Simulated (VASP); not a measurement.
# MnS (P6_3mc) in VASP: a series of runs, part 2 of 2

VASP 6.6.1.

## 3. Band structure, r2SCAN+U, collinear spin, antiferromagnetic start

File INCAR:

```
SYSTEM = MnS
METAGGA = R2SCAN ; ISPIN = 2
MAGMOM = 4 -4 0 0 ; LORBIT = 11
LDAU = .True. ; LDAUTYPE = 2
LDAUL = 2 -1 ; LDAUU = 5 0
LDAUJ = 0 0 ; ISMEAR = 0
SIGMA = 0.03 ; LWAVE = .False.
LCHARG = .False. ; NBANDS = 48
PREC = Accurate ; LASPH = .True.
LREAL = .False. ; ALGO = Normal
EDIFF = 1E-7 ; NELM = 200
GGA_COMPAT = .False. ; ENCUT = 540
EFERMI = MIDGAP ; LMAXMIX = 4
LMIXTAU = .True. ; KPAR = 8
```

File KPOINTS:

```
Automatic mesh
0
Gamma
  8 8 5
  0 0 0
```

File KPOINTS_OPT:

```
path GMKGALHA,LM,KH
32
line-mode
reciprocal
 0.0000000000  0.0000000000  0.0000000000  G
 0.5000000000  0.0000000000  0.0000000000  M

 0.5000000000  0.0000000000  0.0000000000  M
 0.3333333333  0.3333333333  0.0000000000  K

 0.3333333333  0.3333333333  0.0000000000  K
 0.0000000000  0.0000000000  0.0000000000  G

 0.0000000000  0.0000000000  0.0000000000  G
 0.0000000000  0.0000000000  0.5000000000  A

 0.0000000000  0.0000000000  0.5000000000  A
 0.5000000000  0.0000000000  0.5000000000  L

 0.5000000000  0.0000000000  0.5000000000  L
 0.3333333333  0.3333333333  0.5000000000  H

 0.3333333333  0.3333333333  0.5000000000  H
 0.0000000000  0.0000000000  0.5000000000  A

 0.5000000000  0.0000000000  0.5000000000  L
 0.5000000000  0.0000000000  0.0000000000  M

 0.3333333333  0.3333333333  0.0000000000  K
 0.3333333333  0.3333333333  0.5000000000  H
```

File POSCAR:

```
MnS
1.0
    3.9535769233      0.0000000000      0.0000000000
   -1.9767884617      3.4238980514      0.0000000000
    0.0000000000      0.0000000000      6.3425288600
Mn S
2 2
Direct
    0.6666666667      0.3333333333      0.4988446700
    0.3333333333      0.6666666667      0.9988446700
    0.3333333333      0.6666666667      0.6261543000
    0.6666666667      0.3333333333      0.1261543000
```

Potentials or basis: VASP PAW PBE potentials, release 64 (Mn_pv, S).

Run with:

```console
> cat potpaw_PBE.64/Mn_pv/POTCAR potpaw_PBE.64/S/POTCAR > POTCAR
> mpirun -np 8 vasp_std > vasp.out
```

OUTCAR:

```text
SYSTEM = MnS
   METAGGA = R2SCAN
   ISPIN = 2
   LORBIT = 11
   ISMEAR = 0
   PREC = Accurate
   LASPH = .True.
   LREAL = .False.
   EDIFF = 1E-7
   NELM = 200
   ENCUT = 540
   EFERMI = MIDGAP

 ion  position               nearest neighbor table
   1  0.667  0.333  0.499-   4 2.36   3 2.42   3 2.42   3 2.42
   2  0.333  0.667  0.999-   3 2.36   4 2.42   4 2.42   4 2.42
   3  0.333  0.667  0.626-   2 2.36   1 2.42   1 2.42   1 2.42
   4  0.667  0.333  0.126-   1 2.36   2 2.42   2 2.42   2 2.42

  LATTYP: Found a hexagonal cell.
 ALAT       =     3.9535769233
 C/A-ratio  =     1.6042507792

  Lattice vectors:

 A1 = (   3.9535769233,   0.0000000000,   0.0000000000)
 A2 = (  -1.9767884617,   3.4238980514,   0.0000000000)
 A3 = (   0.0000000000,   0.0000000000,   6.3425288600)

Analysis of symmetry for initial positions (statically):
=====================================================================
 Subroutine PRICEL returns:
 Original cell was already a primitive cell.

 Routine SETGRP: Setting up the symmetry group for a
 hexagonal supercell.

 Subroutine GETGRP returns: Found 12 space group operations
 (whereof  6 operations were pure point group operations)
 out of a pool of 24 trial point group operations.

The static configuration has the point symmetry C_3v.
 The point group associated with its full space group is C_6v.

Analysis of symmetry for dynamics (positions and initial velocities):
=====================================================================
 Subroutine PRICEL returns:
 Original cell was already a primitive cell.

 Routine SETGRP: Setting up the symmetry group for a
 hexagonal supercell.

 Subroutine GETGRP returns: Found 12 space group operations
 (whereof  6 operations were pure point group operations)
 out of a pool of 24 trial point group operations.

The dynamic configuration has the point symmetry C_3v.
 The point group associated with its full space group is C_6v.

Analysis of structural, dynamic, and magnetic symmetry:
=====================================================================
[... 180 lines left out ...]
 fundamental gap:      3.0889023123
 Fermi energy:         5.0145632843

 spin component 1

 k-point     1 :       0.0000    0.0000    0.0000
  band No.  band energies     occupation
      1     -48.4940      1.00000
      2     -48.4940      1.00000
      3     -48.4848      1.00000
      4     -42.1057      1.00000
      5     -42.1002      1.00000
      6     -42.1002      1.00000
[... 805 lines left out ...]
     30      12.8399      0.00000
     31      13.4092      0.00000

 [... further k-points ...]

 spin component 2

 k-point     1 :       0.0000    0.0000    0.0000
  band No.  band energies     occupation
      1     -48.4940      1.00000
      2     -48.4940      1.00000
      3     -48.4848      1.00000
      4     -42.1057      1.00000
      5     -42.1002      1.00000
      6     -42.1002      1.00000
[... 805 lines left out ...]
     30      12.7922      0.00000
     31      13.2461      0.00000

 [... further k-points ...]

 [bands above 31 left out]

------------------------ aborting loop because EDIFF is reached ----------------------------------------

  FORCE on cell =-STRESS in cart. coord.  units (eV):
  Direction    XX          YY          ZZ          XY          YZ          ZX
  --------------------------------------------------------------------------------------
  -------------------------------------------------------------------------------------
  Total        3.2284097      3.2284097      4.4808160     -0.0000000      0.0000000      0.0000000
  in kB       60.2456579     60.2456579     83.6169307     -0.0000000      0.0000000      0.0000000
  external PRESSURE =      68.0360822 kB  Pullay stress =       0.0000000 kB

 VOLUME and BASIS-vectors are now :
 -----------------------------------------------------------------------------
  energy-cutoff  :      540.00
  volume of cell :       85.86
      direct lattice vectors                 reciprocal lattice vectors
     3.953576923  0.000000000  0.000000000     0.252935511  0.146032385  0.000000000
    -1.976788462  3.423898051  0.000000000     0.000000000  0.292064771  0.000000000
     0.000000000  0.000000000  6.342528860     0.000000000  0.000000000  0.157665818

 POSITION                                       TOTAL-FORCE (eV/Angst)
 -----------------------------------------------------------------------------------
      1.97679      1.14130      3.16394        -0.000000     -0.000000      0.295644
     -0.00000      2.28260      6.33520         0.000000      0.000000      0.295644
     -0.00000      2.28260      3.97140        -0.000000      0.000000     -0.295644
      1.97679      1.14130      0.80014         0.000000     -0.000000     -0.295644
 -----------------------------------------------------------------------------------
    total drift:                                0.000000      0.000001     -0.020452

  FREE ENERGIE OF THE ION-ELECTRON SYSTEM (eV)
  ---------------------------------------------------
  free  energy   TOTEN  =       -47.2766930790 eV

  energy  without entropy=      -47.2766930790  energy(sigma->0) =      -47.27669308

 total charge

# of ion       s       p       d       tot
------------------------------------------
    1        0.277   6.219   4.889  11.385
    2        0.277   6.219   4.889  11.385
    3        1.301   2.542   0.000   3.844
    4        1.301   2.542   0.000   3.844
--------------------------------------------------
tot          3.156  17.523   9.777  30.456

 magnetization (x)

# of ion       s       p       d       tot
------------------------------------------
    1        0.035   0.049   4.523   4.607
    2       -0.035  -0.049  -4.523  -4.607
    3        0.003   0.000   0.000   0.004
    4       -0.003  -0.000   0.000  -0.004
--------------------------------------------------
tot          0.000   0.000   0.000   0.000
```

OSZICAR:

```text
N       E                     dE             d eps       ncg     rms          rms(c)
DAV:   1     0.401623627599E+03    0.40162E+03   -0.19484E+04  5784   0.868E+02
DAV:   2    -0.164158398949E+02   -0.41804E+03   -0.38722E+03  5808   0.283E+02
DAV:   3    -0.510985971590E+02   -0.34683E+02   -0.33792E+02  6664   0.909E+01
DAV:   4    -0.517195241842E+02   -0.62093E+00   -0.61956E+00  6648   0.120E+01
DAV:   5    -0.517274430219E+02   -0.79188E-02   -0.79184E-02  6528   0.139E+00    0.158E+01
DAV:   6    -0.488848895066E+02    0.28426E+01   -0.13300E+01  6384   0.349E+01    0.205E+01
DAV:   7    -0.483093466063E+02    0.57554E+00   -0.16597E+00  6208   0.713E+00    0.124E+01
DAV:   8    -0.466986939585E+02    0.16107E+01   -0.43675E-01  5760   0.420E+00    0.769E+00
DAV:   9    -0.472634705115E+02   -0.56478E+00   -0.41865E-01  5760   0.375E+00    0.134E+00
DAV:  10    -0.471972583767E+02    0.66212E-01   -0.81104E-02  6240   0.198E+00    0.493E-01
[... 104 further cycles ...]
DAV:   1     0.135562418109E+05   -0.26436E+05     3496
DAV:   2     0.601362481290E+04   -0.75426E+04     3488
DAV:   3     0.541268360386E+04   -0.60094E+03     4224
DAV:   4     0.540225995003E+04   -0.10424E+02     3936
DAV:   5     0.540209197215E+04   -0.16798E+00     4744
DAV:   6     0.540208697014E+04   -0.50020E-02     4104
DAV:   7     0.540208672418E+04   -0.24596E-03     4952
DAV:   8     0.540208671393E+04   -0.10256E-04     3536
DAV:   9     0.540208671331E+04   -0.62098E-06     3192
DAV:  10     0.540208671328E+04   -0.28480E-07     2560
```

Wall time 11 min (8 MPI ranks of Intel Xeon Platinum 8488C (Sapphire Rapids), shared host); peak memory 0.55 GiB.

Results:

- Free energy: -47.2767 eV
- Pressure: 6.8 GPa
- Largest force: 0.296 eV/Å
- Band gap on the k mesh: 3.09 eV
- Band gap along the path: 3.09 eV
- Net moment: 0.00 μB per cell
- Site moments: Mn +4.61, -4.61; S +0.00, -0.00 μB
- Valence electrons inside the program's atomic spheres: Mn 11.38; S 3.84

Forces in eV/Å, atoms in the order of the input:
```
Mn   0.000  0.000  0.296
Mn   0.000  0.000  0.296
S    0.000  0.000 -0.296
S    0.000  0.000 -0.296
```

Levels at the corners of the path, in eV from the valence-band top:
Spin up:
```csv
point,band 15,band 16,band 17,band 18,band 19,band 20,band 21,band 22,band 23,band 24
Γ,-1.80,-1.80,-0.56,0.00,0.00,3.09,4.65,4.92,4.92,6.37
M,-3.12,-2.79,-2.23,-1.65,-0.94,3.54,4.41,5.14,5.23,5.30
M,-3.12,-2.79,-2.23,-1.65,-0.94,3.54,4.41,5.14,5.23,5.30
K,-3.59,-2.88,-2.17,-2.04,-1.87,3.54,4.54,4.59,5.29,5.99
K,-3.59,-2.88,-2.17,-2.04,-1.87,3.54,4.54,4.59,5.29,5.99
Γ,-1.80,-1.80,-0.56,0.00,0.00,3.09,4.65,4.92,4.92,6.37
Γ,-1.80,-1.80,-0.56,0.00,0.00,3.09,4.65,4.92,4.92,6.37
A,-1.74,-1.74,-1.49,-0.03,-0.03,4.32,5.04,5.04,5.10,5.71
A,-1.74,-1.74,-1.49,-0.03,-0.03,4.32,5.04,5.04,5.10,5.71
L,-3.45,-2.07,-2.05,-1.13,-1.03,3.53,4.17,4.53,5.49,5.52
L,-3.45,-2.07,-2.05,-1.13,-1.03,3.53,4.17,4.53,5.49,5.52
H,-3.28,-3.21,-2.28,-1.56,-1.01,3.71,4.24,4.92,5.19,6.10
H,-3.28,-3.21,-2.28,-1.56,-1.01,3.71,4.24,4.92,5.19,6.10
A,-1.74,-1.74,-1.49,-0.03,-0.03,4.32,5.04,5.04,5.10,5.71
L,-3.45,-2.07,-2.05,-1.13,-1.03,3.53,4.17,4.53,5.49,5.52
M,-3.12,-2.79,-2.23,-1.65,-0.94,3.54,4.41,5.14,5.23,5.30
K,-3.59,-2.88,-2.17,-2.04,-1.87,3.54,4.54,4.59,5.29,5.99
H,-3.28,-3.21,-2.28,-1.56,-1.01,3.71,4.24,4.92,5.19,6.10
```
Spin down:
```csv
point,band 17,band 18,band 19,band 20,band 21,band 22
Γ,-0.56,0.00,0.00,3.09,4.65,4.92
M,-2.23,-1.65,-0.94,3.54,4.41,5.14
M,-2.23,-1.65,-0.94,3.54,4.41,5.14
K,-2.17,-2.04,-1.87,3.54,4.54,4.59
K,-2.17,-2.04,-1.87,3.54,4.54,4.59
Γ,-0.56,0.00,0.00,3.09,4.65,4.92
Γ,-0.56,0.00,0.00,3.09,4.65,4.92
A,-1.49,-0.03,-0.03,4.32,5.04,5.04
A,-1.49,-0.03,-0.03,4.32,5.04,5.04
L,-2.05,-1.13,-1.03,3.53,4.17,4.53
L,-2.05,-1.13,-1.03,3.53,4.17,4.53
H,-2.28,-1.56,-1.01,3.71,4.24,4.92
H,-2.28,-1.56,-1.01,3.71,4.24,4.92
A,-1.49,-0.03,-0.03,4.32,5.04,5.04
L,-2.05,-1.13,-1.03,3.53,4.17,4.53
M,-2.23,-1.65,-0.94,3.54,4.41,5.14
K,-2.17,-2.04,-1.87,3.54,4.54,4.59
H,-2.28,-1.56,-1.01,3.71,4.24,4.92
```

Caveat: the cell stands under pressure; the PAW data sets were made with another functional, which shifts forces and pressure a little. The state reached can hang on the start; a lower one may exist.
